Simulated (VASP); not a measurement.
# Pt (Fm-3m) in VASP: notebook, part 2 of 2

VASP 6.6.1. Earlier steps stand in the parts before.

## 3. Single point, r2SCAN

POSCAR reads:

```
Pt
1.0
    0.0000000000      1.9705765473      1.9705765473
    1.9705765473      0.0000000000      1.9705765473
    1.9705765473      1.9705765473      0.0000000000
Pt
1
Direct
    0.0000000000      0.0000000000      0.0000000000
```

INCAR.step1 reads:

```
ALGO = Normal
EDIFF = 1E-4
ENCUT = 520
GGA = PE
ISMEAR = 1
LASPH = True
LCHARG = False
LREAL = False
LWAVE = True
NBANDS = 11
NELM = 80
PREC = Accurate
SIGMA = 0.01
```

INCAR.step2 reads:

```
ALGO = Normal
EDIFF = 1E-6
ENCUT = 520
ISIF = 2
ISMEAR = 1
ISTART = 1
LASPH = True
LCHARG = False
LMIXTAU = True
LREAL = False
LWAVE = False
METAGGA = R2SCAN
NBANDS = 11
NELM = 80
PREC = Accurate
SIGMA = 0.01
```

KPOINTS reads:

```
k-points
0
Gamma
  14 14 14
```

Potentials or basis: VASP PAW PBE potentials, release 64 (Pt).

Started as:

```console
$ cat potpaw_PBE.64/Pt/POTCAR > POTCAR
$ cp INCAR.step1 INCAR
$ mpirun -np 1 vasp_std > vasp.out
$ cp INCAR.step2 INCAR
$ mpirun -np 1 vasp_std > vasp.out
```

OUTCAR:

```text
EDIFF = 1E-6
   ENCUT = 520
   ISIF = 2
   ISMEAR = 1
   ISTART = 1
   LASPH = True
   LREAL = False
   METAGGA = R2SCAN
   NELM = 80
   PREC = Accurate

 ion  position               nearest neighbor table
   1  0.000  0.000  0.000-

  LATTYP: Found a face centered cubic cell.
 ALAT       =     3.9411530946

  Lattice vectors:

 A1 = (   0.0000000000,   1.9705765473,   1.9705765473)
 A2 = (   1.9705765473,   0.0000000000,   1.9705765473)
 A3 = (   1.9705765473,   1.9705765473,   0.0000000000)

Analysis of symmetry for initial positions (statically):
=====================================================================
 Subroutine PRICEL returns:
 Original cell was already a primitive cell.

 Routine SETGRP: Setting up the symmetry group for a
 face centered cubic supercell.

 Subroutine GETGRP returns: Found 48 space group operations
 (whereof 48 operations were pure point group operations)
 out of a pool of 48 trial point group operations.

The static configuration has the point symmetry O_h .

Analysis of symmetry for dynamics (positions and initial velocities):
=====================================================================
 Subroutine PRICEL returns:
 Original cell was already a primitive cell.

 Routine SETGRP: Setting up the symmetry group for a
 face centered cubic supercell.

 Subroutine GETGRP returns: Found 48 space group operations
 (whereof 48 operations were pure point group operations)
 out of a pool of 48 trial point group operations.

The dynamic configuration has the point symmetry O_h .

 Subroutine INISYM returns: Found 48 space group operations
 (whereof 48 operations are pure point group operations),
 and found     1 'primitive' translations

----------------------------------------------------------------------------------------

                                     Primitive cell

  volume of cell :      15.3042

[... 106 lines left out ...]
     AMIX_MAG =   1.60;   BMIX_MAG =  1.00
  volume/ion in A,a.u.               =      15.30       103.28
  Fermi-wavevector in a.u.,A,eV,Ry     =   1.420599  2.684543 27.457940  2.018102
  Thomas-Fermi vector in A             =   2.541497
   LORBIT       =      0    0 simple, 1 ext, 2 COOP (PROOUT), +10 PAW based schemes
   METAGGA = R2SCAN    functional components
   LHFCALC =     F    Hartree Fock is set to
   AEXX    =    0.0000 exact exchange contribution
   IVDW    =     0    specifies the selected vdW correction
   LEPSILON=     F    determine dielectric tensor
   LRPA    =     F    only Hartree local field effects (RPA)
 non-spin polarized calculation
 Methfessel and Paxton  Order N= 1 SIGMA  =   0.01
  energy-cutoff  :      520.00
  volume of cell :       15.30
 maximum number of plane-waves:       428
 NGX is ok and might be reduce to    24
   NGX = 11   NGY = 11   NGZ = 11

 number of electron      10.0000001 magnetization

 Free energy of the ion-electron system (eV)
  ---------------------------------------------------
  ext. energy  EPLUGINS =         0.00000000
  ---------------------------------------------------
  free energy    TOTEN  =       -51.50814603 eV

  energy without entropy =      -51.50809588  energy(sigma->0) =      -51.50812931

 E-fermi :  10.7042     XC(G=0): -14.5318

 val. band max:       10.7028239879   @ k =   0.5000   0.3571   0.0714
 cond. band min:      10.7080798696   @ k =   0.4286   0.1429   0.0000
 fundamental gap:      0.0052558817
 Fermi energy:        10.7042152840

 k-point     1 :       0.0000    0.0000    0.0000
  band No.  band energies     occupation
      1       0.4087      2.00000
      2       6.9088      2.00000
      3       6.9088      2.00000
      4       6.9088      2.00000
      5       9.0197      2.00000
      6       9.0197      2.00000
      7      26.2571      0.00000
      8      31.3434      0.00000
      9      31.3434      0.00000
     10      31.3434      0.00000
     11      37.1650      0.00000
[... 309 lines left out ...]
 k-point    24 :       0.2857    0.1429    0.0000
  band No.  band energies     occupation
      1       3.0067      2.00000
      2       5.8339      2.00000
      3       7.2339      2.00000
      4       7.8373      2.00000
      5       8.9797      2.00000
      6       9.8167      2.00000
      7      25.6615      0.00000
      8      28.9480      0.00000
      9      30.3973      0.00000
     10      31.9370      0.00000
     11      35.9367      0.00000

 [... further k-points ...]
[... 5 lines left out ...]
  --------------------------------------------------------------------------------------
  -------------------------------------------------------------------------------------
  Total        0.0224422      0.0224422      0.0224422      0.0000000      0.0000000      0.0000000
  in kB        2.3494496      2.3494496      2.3494496      0.0000000      0.0000000      0.0000000
  external PRESSURE =       2.3494496 kB  Pullay stress =       0.0000000 kB

 VOLUME and BASIS-vectors are now :
 -----------------------------------------------------------------------------
  energy-cutoff  :      520.00
  volume of cell :       15.30
      direct lattice vectors                 reciprocal lattice vectors
     0.000000000  1.970576547  1.970576547    -0.253732848  0.253732848  0.253732848
     1.970576547  0.000000000  1.970576547     0.253732848 -0.253732848  0.253732848
     1.970576547  1.970576547  0.000000000     0.253732848  0.253732848 -0.253732848

 POSITION                                       TOTAL-FORCE (eV/Angst)
 -----------------------------------------------------------------------------------
      0.00000      0.00000      0.00000        -0.000000      0.000000      0.000000
 -----------------------------------------------------------------------------------
    total drift:                               -0.000000     -0.000000     -0.000000

  FREE ENERGIE OF THE ION-ELECTRON SYSTEM (eV)
  ---------------------------------------------------
  free  energy   TOTEN  =       -51.5081460281 eV

  energy  without entropy=      -51.5080958814  energy(sigma->0) =      -51.50812931
```

Wall time 2 min (1 thread of AMD EPYC 9R45, shared host); peak memory 0.13 GiB.

What came out:

| Property | Result |
| --- | --- |
| Free energy | -51.5081 eV |
| Pressure | 0.2 GPa |
| Band gap on the k mesh | zero (band 5 reaches 11.24 eV, above the bottom of band 6 at 8.92 eV) |

Levels at points of the mesh, in eV from the Fermi level:
| k point | band 3 | band 4 | band 5 | band 6 | band 7 | band 8 |
| --- | --- | --- | --- | --- | --- | --- |
| (0.00, 0.00, 0.00) | -3.80 | -3.80 | -1.68 | -1.68 | 15.55 | 20.64 |
| (0.50, 0.00, 0.00) | -3.89 | -0.21 | 0.05 | 0.05 | 6.07 | 15.20 |
| (0.50, 0.50, 0.00) | -0.03 | 0.54 | 0.54 | 2.01 | 9.21 | 12.01 |

Caveat: the PAW data sets were made with another functional, which shifts forces and pressure a little; spin-orbit coupling is left out, which moves the levels of the heavy elements.

## 4. Single point, r2SCAN

POSCAR is that of step 3.

INCAR.step1 reads:

```
SYSTEM = Pt
PREC = Accurate
ENCUT = 520
ISMEAR = 1
SIGMA = 0.03
LREAL = .FALSE.
LASPH = .TRUE.
NELM = 80
NBANDS = 11
GGA = PE
ALGO = Normal
EDIFF = 1E-4
LWAVE = .TRUE.
LCHARG = .FALSE.
```

INCAR.step2 reads:

```
SYSTEM = Pt
PREC = Accurate
ENCUT = 520
EDIFF = 1E-6
ISMEAR = 1
SIGMA = 0.03
LREAL = .FALSE.
LASPH = .TRUE.
NELM = 80
ALGO = Normal
ISIF = 2
LWAVE = .FALSE.
LCHARG = .FALSE.
METAGGA = R2SCAN
LMIXTAU = .TRUE.
NBANDS = 11
ISTART = 1
```

KPOINTS reads:

```
Automatic mesh
0
G
  14 14 14
  0 0 0
```

Started as:

```console
$ cat potpaw_PBE.64/Pt/POTCAR > POTCAR
$ cp INCAR.step1 INCAR
$ mpirun -np 1 vasp_std > vasp.out
$ cp INCAR.step2 INCAR
$ mpirun -np 1 vasp_std > vasp.out
```

It took 2 min on 1 thread of AMD EPYC 9R45, shared host; peak memory 0.13 GiB.

It converged, with:

* Free energy: -51.5084 eV
* Pressure: 0.2 GPa
* Band gap on the k mesh: zero (band 5 reaches 11.24 eV, above the bottom of band 6 at 8.92 eV)

Levels at points of the mesh, in eV from the Fermi level:
```csv
k point,band 1,band 2,band 3,band 4,band 5,band 6,band 7,band 8,band 9,band 10
"(0.00, 0.00, 0.00)",-10.30,-3.80,-3.80,-3.80,-1.68,-1.68,15.55,20.64,20.64,20.64
"(0.50, 0.00, 0.00)",-7.39,-3.89,-3.89,-0.21,0.05,0.05,6.07,15.20,19.88,19.88
"(0.50, 0.50, 0.00)",-7.10,-6.68,-0.03,0.54,0.54,2.01,9.21,12.01,12.01,21.14
```

Caveat: the PAW data sets were made with another functional, which shifts forces and pressure a little; spin-orbit coupling is left out, which moves the levels of the heavy elements.

## 5. Single point, r2SCAN

POSCAR is that of step 4.

Changes to INCAR.step1 since step 4:

```diff
@@ -4,3 +4,3 @@
 ISMEAR = 1
-SIGMA = 0.03
+SIGMA = 0.1
 LREAL = .FALSE.
```

Changes to INCAR.step2 since step 4:

```diff
@@ -3,5 +3,5 @@
 ENCUT = 520
-EDIFF = 1E-6
+EDIFF = 1E-7
 ISMEAR = 1
-SIGMA = 0.03
+SIGMA = 0.1
 LREAL = .FALSE.
```

KPOINTS reads:

```
regular mesh
0
G
  14 14 14
  0 0 0
```

Potentials or basis: VASP PAW PBE potentials, release 64 (Pt).

Started as:

```console
$ cat potpaw_PBE.64/Pt/POTCAR > POTCAR
$ cp INCAR.step1 INCAR
$ mpirun -np 1 vasp_std > vasp.out
$ cp INCAR.step2 INCAR
$ mpirun -np 1 vasp_std > vasp.out
```

OUTCAR:

```text
SYSTEM = Pt
   PREC = Accurate
   ENCUT = 520
   EDIFF = 1E-7
   ISMEAR = 1
   LREAL = .FALSE.
   LASPH = .TRUE.
   NELM = 80
   ISIF = 2
   METAGGA = R2SCAN
   ISTART = 1

 ion  position               nearest neighbor table
   1  0.000  0.000  0.000-

  LATTYP: Found a face centered cubic cell.
 ALAT       =     3.9411530946

  Lattice vectors:

 A1 = (   0.0000000000,   1.9705765473,   1.9705765473)
 A2 = (   1.9705765473,   0.0000000000,   1.9705765473)
 A3 = (   1.9705765473,   1.9705765473,   0.0000000000)

Analysis of symmetry for initial positions (statically):
[... 506 lines left out ...]
      4       7.8371      2.00000
      5       8.9796      2.00000
      6       9.8166      2.00000
      7      25.6613      0.00000
      8      28.9481      0.00000
      9      30.3972      0.00000
     10      31.9371      0.00000
     11      35.9368      0.00000

 [... further k-points ...]
[... 5 lines left out ...]
  --------------------------------------------------------------------------------------
  -------------------------------------------------------------------------------------
  Total        0.0201422      0.0201422      0.0201422     -0.0000000      0.0000000      0.0000000
  in kB        2.1086666      2.1086666      2.1086666     -0.0000000      0.0000000      0.0000000
  external PRESSURE =       2.1086666 kB  Pullay stress =       0.0000000 kB

 VOLUME and BASIS-vectors are now :
 -----------------------------------------------------------------------------
  energy-cutoff  :      520.00
  volume of cell :       15.30
      direct lattice vectors                 reciprocal lattice vectors
     0.000000000  1.970576547  1.970576547    -0.253732848  0.253732848  0.253732848
     1.970576547  0.000000000  1.970576547     0.253732848 -0.253732848  0.253732848
     1.970576547  1.970576547  0.000000000     0.253732848  0.253732848 -0.253732848

 POSITION                                       TOTAL-FORCE (eV/Angst)
 -----------------------------------------------------------------------------------
      0.00000      0.00000      0.00000         0.000000     -0.000000     -0.000000
 -----------------------------------------------------------------------------------
    total drift:                                0.000000     -0.000000     -0.000000

  FREE ENERGIE OF THE ION-ELECTRON SYSTEM (eV)
  ---------------------------------------------------
  free  energy   TOTEN  =       -51.5086650322 eV

  energy  without entropy=      -51.5087219792  energy(sigma->0) =      -51.50868401
```

OSZICAR.step1:

```text
N       E                     dE             d eps       ncg     rms          rms(c)
DAV:   1     0.399081454426E+02    0.39908E+02   -0.52638E+03  2328   0.839E+02
DAV:   2    -0.583130232358E+01   -0.45739E+02   -0.43935E+02  2629   0.177E+02
DAV:   3    -0.647606229532E+01   -0.64476E+00   -0.63983E+00  2649   0.199E+01
DAV:   4    -0.647852306302E+01   -0.24608E-02   -0.24606E-02  2597   0.146E+00
DAV:   5    -0.647854307062E+01   -0.20008E-04   -0.20007E-04  2692   0.121E-01    0.123E+01
DAV:   6    -0.614083514140E+01    0.33771E+00   -0.78652E-01  2471   0.702E+00    0.652E+00
DAV:   7    -0.610373509684E+01    0.37100E-01   -0.13621E-01  2627   0.286E+00    0.249E+00
DAV:   8    -0.610055201924E+01    0.31831E-02   -0.44174E-03  2510   0.573E-01    0.504E-01
DAV:   9    -0.610041301714E+01    0.13900E-03   -0.49713E-05  1967   0.656E-02    0.425E-02
DAV:  10    -0.610041659316E+01   -0.35760E-05   -0.30060E-06  1279   0.143E-02
   1 F= -.61004166E+01 E0= -.61005333E+01  d E =0.350192E-03
```

It took 2.4 min on 1 thread of AMD EPYC 9R45, shared host; peak memory 0.13 GiB.

What came out:

- Free energy: -51.5087 eV
- Pressure: 0.2 GPa
- Band gap on the k mesh: zero (band 5 reaches 11.24 eV, above the bottom of band 6 at 8.92 eV)

Caveat: the PAW data sets were made with another functional, which shifts forces and pressure a little; spin-orbit coupling is left out, which moves the levels of the heavy elements.

## 6. Summary

```tsv
smearing	gap on the mesh (eV)	pressure (GPa)
gaussian 1 eV	none	3.6
methfessel-paxton 0.01 eV	none	0.2
methfessel-paxton 0.03 eV	none	0.2
methfessel-paxton 0.1 eV	none	0.2
```

Alike in all rows: task single point; level r2SCAN; potentials or basis VASP PAW PBE potentials, release 64 (Pt); no spin polarisation; cell as given; k mesh 14 × 14 × 14; cutoff (eV) 520.

Every run on the cell as given and a fine mesh finds a metal.

Caveats: the PAW data sets were made with another functional, which shifts forces and pressure a little; spin-orbit coupling is left out, which moves the levels of the heavy elements.

Total energies depend on the potentials used, so only differences within one code and one set of settings carry meaning.
